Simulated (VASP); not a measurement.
# CdS (I-4m2) in VASP: single point with HSE06

Aim: the single point of CdS with HSE06.

All numbers are computed with VASP 6.6.1; they aren't measurements. Logs are shortened: lines on timing, memory, paths and dates and some standing lists are left out, and cuts for length are marked.

## (1) The cell of the first run

It takes space group I-4m2 (No. 119, tetragonal). The conventional cell has a = 4.053 Å, b = 4.053 Å, c = 6.088 Å, α = 90.00°, β = 90.00°, γ = 90.00°. Cd (site symmetry -4m2) has 4 S at 2.53 Å within 3.3 Å. S (site symmetry -4m2) has 4 Cd at 2.53 Å within 3.3 Å.

## (2) Single point, HSE06 (epitaxial xy strain -2.5%)

Input file POSCAR:

```
CdS
1.0
    0.0000000000      2.8657344656      3.0438692751
    2.8657344656      0.0000000000      3.0438692751
    2.8657344656      2.8657344656      0.0000000000
Cd S
1 1
Direct
    0.0000000000      0.0000000000      0.0000000000
    0.2500000000      0.2500000000      0.2500000000
```

Input file INCAR.step1:

```
ALGO = Normal ; EDIFF = 1E-5
ENCUT = 520 ; GGA = PE
ISIF = 2 ; ISMEAR = 0
KPAR = 4 ; LASPH = True
LCHARG = False ; LREAL = False
LWAVE = True ; NBANDS = 16
NELM = 80 ; PREC = Accurate
SIGMA = 0.01
```

Input file INCAR.step2:

```
ALGO = Normal ; EDIFF = 1E-6
ENCUT = 520 ; GGA = PE
HFSCREEN = 0.2079 ; ISIF = 2
ISMEAR = 0 ; ISTART = 1
KPAR = 4 ; LASPH = True
LCHARG = False ; LHFCALC = True
LREAL = False ; LWAVE = False
NBANDS = 16 ; NELM = 80
PREC = Accurate ; PRECFOCK = Normal
SIGMA = 0.01
```

Input file KPOINTS:

```
k-points
0
Gamma
  6 6 6
```

Potentials or basis: VASP PAW PBE potentials, release 64 (Cd, S).

The run is started by

```sh
cat potpaw_PBE.64/Cd/POTCAR potpaw_PBE.64/S/POTCAR > POTCAR
cp INCAR.step1 INCAR
mpirun -np 4 vasp_std > vasp.out
cp INCAR.step2 INCAR
mpirun -np 4 vasp_std > vasp.out
```

OUTCAR:

```text
EDIFF = 1E-6
   ENCUT = 520
   GGA = PE
   HFSCREEN = 0.2079
   ISIF = 2
   ISMEAR = 0
   ISTART = 1
   LASPH = True
   LHFCALC = True
   LREAL = False
   NELM = 80
   PREC = Accurate
   PRECFOCK = Normal

 ion  position               nearest neighbor table
   1  0.000  0.000  0.000-   2 2.53   2 2.53   2 2.53   2 2.53
   2  0.250  0.250  0.250-   1 2.53   1 2.53   1 2.53   1 2.53

  LATTYP: Found a body centered tetragonal cell.
 ALAT       =     4.0527605474
 C/A-ratio  =     1.5021214501

  Lattice vectors:

 A1 = (  -2.8657344656,   0.0000000000,   3.0438692751)
 A2 = (   2.8657344656,   0.0000000000,   3.0438692751)
 A3 = (   0.0000000000,   2.8657344656,  -3.0438692751)

Analysis of symmetry for initial positions (statically):
=====================================================================
 Subroutine PRICEL returns:
 Original cell was already a primitive cell.

 Routine SETGRP: Setting up the symmetry group for a
 body centered tetragonal supercell.

 Subroutine GETGRP returns: Found  8 space group operations
 (whereof  8 operations were pure point group operations)
 out of a pool of 16 trial point group operations.

The static configuration has the point symmetry D_2d.

Analysis of symmetry for dynamics (positions and initial velocities):
=====================================================================
 Subroutine PRICEL returns:
 Original cell was already a primitive cell.

 Routine SETGRP: Setting up the symmetry group for a
 body centered tetragonal supercell.

 Subroutine GETGRP returns: Found  8 space group operations
 (whereof  8 operations were pure point group operations)
 out of a pool of 16 trial point group operations.

The dynamic configuration has the point symmetry D_2d.

 Subroutine INISYM returns: Found  8 space group operations
 (whereof  8 operations are pure point group operations),
 and found     1 'primitive' translations

----------------------------------------------------------------------------------------

                                     Primitive cell

  volume of cell :      49.9952

  direct lattice vectors                    reciprocal lattice vectors
     0.000000000  2.865734466  3.043869275    -0.174475342  0.174475342  0.164264610
     2.865734466  0.000000000  3.043869275     0.174475342 -0.174475342  0.164264610
     2.865734466  2.865734466  0.000000000     0.174475342  0.174475342 -0.164264610

  length of vectors
     4.180618877  4.180618877  4.052760547     0.296422253  0.296422253  0.296422253

  position of ions in fractional coordinates (direct lattice)
     0.000000000  0.000000000  0.000000000
     0.250000000  0.250000000  0.250000000

  ion indices of the primitive-cell ions
   primitive index   ion index
                 1           1
                 2           2

----------------------------------------------------------------------------------------

 KPOINTS: k-points

Automatic generation of k-mesh.
 Grid dimensions read from file:
 generate k-points for:    6    6    6

 Generating k-lattice:

  Cartesian coordinates                     Fractional coordinates (reciprocal lattice)
    -0.029079224  0.029079224  0.027377435     0.166666667  0.000000000  0.000000000
     0.029079224 -0.029079224  0.027377435     0.000000000  0.166666667  0.000000000
     0.029079224  0.029079224 -0.027377435    -0.000000000 -0.000000000  0.166666667

  Length of vectors
     0.049403709  0.049403709  0.049403709

  Shift w.r.t. Gamma in fractional coordinates (k-lattice)
     0.000000000  0.000000000  0.000000000

 Subroutine IBZKPT returns following result:
 ===========================================

 Found     30 irreducible k-points:

 Following reciprocal coordinates:
            Coordinates               Weight
  0.000000  0.000000  0.000000      1.000000
  0.166667  0.000000  0.000000      8.000000
  0.333333  0.000000  0.000000      8.000000
  0.500000 -0.000000  0.000000      4.000000
  0.166667  0.166667  0.000000      2.000000
  0.333333  0.166667  0.000000      8.000000
[... 16 lines left out ...]
  0.333333  0.000000  0.333333      4.000000
  0.500000 -0.000000  0.333333     16.000000
 [... further k-points ...]
   k-points           NKPTS =     30   k-points in BZ     NKDIM =    216   number of bands    NBANDS=     16
   number of dos      NEDOS =    301   number of ions     NIONS =      2
   total plane-waves  NPLWV =  30720
   dimension x,y,z NGX =    32 NGY =   32 NGZ =   30
   dimension x,y,z NGXF=    64 NGYF=   64 NGZF=   60
   ions per type =               1   1
   NGX,Y,Z   is equivalent  to a cutoff of  12.73, 12.73, 12.31 a.u.
   NGXF,Y,Z  is equivalent  to a cutoff of  25.45, 25.45, 24.61 a.u.
 SYSTEM =  unknown system
   PREC   = accura    normal or accurate (medium, high low for compatibility)
   ISTART =      1    job   : 0-new  1-cont  2-samecut
   ICHARG =      0    charge: 1-file 2-atom 10-const
   ISPIN  =      1    spin polarized calculation?
   LNONCOLLINEAR =      F non collinear calculations
   LSORBIT =      F    spin-orbit coupling
   LASPH  =      T    aspherical Exc in radial PAW
   ENCUT  =  520.0 eV  38.22 Ry    6.18 a.u.   7.77  7.77  7.54*2*pi/ulx,y,z
   NELM   =     80;   NELMIN=  2; NELMDL=  0     # of ELM steps
   EDIFF  = 0.1E-05   stopping-criterion for ELM
   LREAL  =      F    real-space projection
   EDIFFG = 0.1E-04   stopping-criterion for IOM
   NSW    =      0    number of steps for IOM
   IBRION =     -1    ionic relax: 0-MD 1-quasi-New 2-CG
   NFREE  =      0    steps in history (QN), initial steepest desc. (CG)
   ISIF   =      2    stress and relaxation
   ISYM   =      3    0-nonsym 1-usesym 2-fastsym
   POTIM  = 0.5000    time-step for ionic-motion
   TEBEG  =    0.0;   TEEND  =   0.0 temperature during run
   PSTRESS=    0.0 pullay stress
   NELECT =      18.0000    total number of electrons
   NUPDOWN=      -1.0000    fix difference up-down
   EMIN   =  10.00;   EMAX   =-10.00  energy-range for DOS
   EFERMI =   0.00;   METHOD = LEGACY
   ISMEAR =     0;   SIGMA  =   0.01  broadening in eV -4-tet -1-fermi 0-gaus
   EFERMI_NEDOS =   21; number of points for ismear=-14 and -15
   IALGO  =     38    algorithm
   IMIX   =      1    mixing-type and parameters
     AMIX     =   0.40;   BMIX     =  1.00
     AMIX_MAG =   1.60;   BMIX_MAG =  1.00
  volume/ion in A,a.u.               =      25.00       168.69
  Fermi-wavevector in a.u.,A,eV,Ry     =   1.164635  2.200840 18.454587  1.356374
  Thomas-Fermi vector in A             =   2.301170
   LORBIT       =      0    0 simple, 1 ext, 2 COOP (PROOUT), +10 PAW based schemes
   GGA     = PE    functional components
   LHFCALC =     T    Hartree Fock is set to
   PRECFOCK=normal    Normal, Fast or Accurate (Low or Medium for compatibility)
   ENCUT4O =  -1.0   cutoff for four orbital integrals eV
   NKREDX  =     1    reduce k-point grid by
   NKREDY  =     1    reduce k-point grid by
   NKREDZ  =     1    reduce k-point grid by
   AEXX    =    0.2500 exact exchange contribution
   HFSCREEN=    0.2079 screening length (either q_TF or 0.3 A-1)
   HFSCREENC=   0.2079 screening length for correlation (either q_TF or 0.3 A-1)
   ENCUTFOCK=  -1.0 apply spherical cutoff to Coloumb kernel
   IVDW    =     0    specifies the selected vdW correction
   LEPSILON=     F    determine dielectric tensor
   LRPA    =     F    only Hartree local field effects (RPA)
 non-spin polarized calculation
 Gauss-broadening in eV      SIGMA  =   0.01
  energy-cutoff  :      520.00
  volume of cell :       50.00
 maximum number of plane-waves:      1362
  NGX = 24; NGY = 24; NGZ = 24

 number of electron      18.0000002 magnetization

 Free energy of the ion-electron system (eV)
  ---------------------------------------------------
  ext. energy  EPLUGINS =         0.00000000
  ---------------------------------------------------
  free energy    TOTEN  =        -7.60713026 eV

  energy without entropy =       -7.60713026  energy(sigma->0) =       -7.60713026

 E-fermi :   0.7642     XC(G=0):  -7.5678

 val. band max:        0.6620176620   @ k =   0.0000   0.0000   0.0000
 cond. band min:       2.7359448284   @ k =   0.0000   0.0000   0.0000
 fundamental gap:      2.0739271664
 Fermi energy:         0.7642051087

 k-point     1 :       0.0000    0.0000    0.0000
  band No.  band energies     occupation
      1     -12.9060      2.00000
      2      -8.2509      2.00000
      3      -8.2131      2.00000
      4      -8.2131      2.00000
      5      -7.7666      2.00000
      6      -7.7482      2.00000
[... 8 lines left out ...]
     15      13.3855      0.00000
     16      13.8270      0.00000

 k-point     2 :       0.1667    0.0000    0.0000
  band No.  band energies     occupation
      1     -12.7928      2.00000
      2      -8.2053      2.00000
      3      -8.1761      2.00000
      4      -8.1122      2.00000
      5      -7.7619      2.00000
      6      -7.7532      2.00000
[... 8 lines left out ...]
     15      12.7901      0.00000
     16      13.7230      0.00000

 k-point     3 :       0.3333    0.0000    0.0000
  band No.  band energies     occupation
      1     -12.5673      2.00000
      2      -8.1463      2.00000
      3      -8.1126      2.00000
      4      -7.7628      2.00000
      5      -7.7492      2.00000
      6      -7.6967      2.00000
[... 8 lines left out ...]
     15      12.9905      0.00000
     16      13.2207      0.00000

 k-point     4 :       0.5000   -0.0000    0.0000
  band No.  band energies     occupation
      1     -12.4567      2.00000
      2      -8.1273      2.00000
      3      -8.0889      2.00000
      4      -7.7373      2.00000
      5      -7.7132      2.00000
      6      -7.3508      2.00000
[... 8 lines left out ...]
     15      14.3949      0.00000
     16      14.6787      0.00000
[... 324 lines left out ...]
 k-point    22 :      -0.3333    0.5000    0.1667
  band No.  band energies     occupation
      1     -12.3363      2.00000
      2      -7.9898      2.00000
      3      -7.9612      2.00000
      4      -7.8221      2.00000
      5      -7.7269      2.00000
      6      -7.1804      2.00000
[... 8 lines left out ...]
     15      15.2784      0.00000
     16      15.3046      0.00000

 k-point    23 :       0.3333    0.0000    0.3333
  band No.  band energies     occupation
      1     -12.4506      2.00000
      2      -8.0183      2.00000
      3      -7.9863      2.00000
      4      -7.9619      2.00000
      5      -7.7027      2.00000
      6      -7.5726      2.00000
[... 8 lines left out ...]
     15      13.7941      0.00000
     16      17.2412      0.00000

 k-point    24 :       0.5000   -0.0000    0.3333
  band No.  band energies     occupation
      1     -12.3463      2.00000
      2      -8.0209      2.00000
      3      -7.9466      2.00000
      4      -7.8874      2.00000
      5      -7.6957      2.00000
      6      -7.2527      2.00000
[... 8 lines left out ...]
     15      14.5106      0.00000
     16      15.8227      0.00000

 [... further k-points ...]
[... 5 lines left out ...]
  --------------------------------------------------------------------------------------
  -------------------------------------------------------------------------------------
  Total        0.5754510      0.5754510      0.1511338      0.0000000      0.0000000      0.0000000
  in kB       18.4412806     18.4412806      4.8433338      0.0000000      0.0000000      0.0000000
  external PRESSURE =      13.9086317 kB  Pullay stress =       0.0000000 kB

 VOLUME and BASIS-vectors are now :
 -----------------------------------------------------------------------------
  energy-cutoff  :      520.00
  volume of cell :       50.00
      direct lattice vectors                 reciprocal lattice vectors
     0.000000000  2.865734466  3.043869275    -0.174475342  0.174475342  0.164264610
     2.865734466  0.000000000  3.043869275     0.174475342 -0.174475342  0.164264610
     2.865734466  2.865734466  0.000000000     0.174475342  0.174475342 -0.164264610

 POSITION                                       TOTAL-FORCE (eV/Angst)
 -----------------------------------------------------------------------------------
      0.00000      0.00000      0.00000        -0.000000     -0.000000     -0.000000
      1.43287      1.43287      1.52193         0.000000      0.000000      0.000000
 -----------------------------------------------------------------------------------
    total drift:                                0.000002      0.000002      0.000010

  FREE ENERGIE OF THE ION-ELECTRON SYSTEM (eV)
  ---------------------------------------------------
  free  energy   TOTEN  =        -7.6071302646 eV

  energy  without entropy=       -7.6071302646  energy(sigma->0) =       -7.60713026
```

It took 30 min on 4 MPI ranks of Oxide Virtual Turin-like, shared host; peak memory 0.28 GiB.

What came out:

```
Free energy            : -7.6071 eV
Pressure               : 1.4 GPa
Band gap on the k mesh : 2.07 eV
```

Stress tensor (GPa, compression positive):
```
1.84 0.00 0.00
0.00 1.84 0.00
0.00 0.00 0.48
```

Caveat: the cell differs from its parent crystal (epitaxial xy strain -2.5%); the structure was generated, so it needn't be the stable form of CdS; the PAW data sets were made with another functional, which shifts forces and pressure a little.
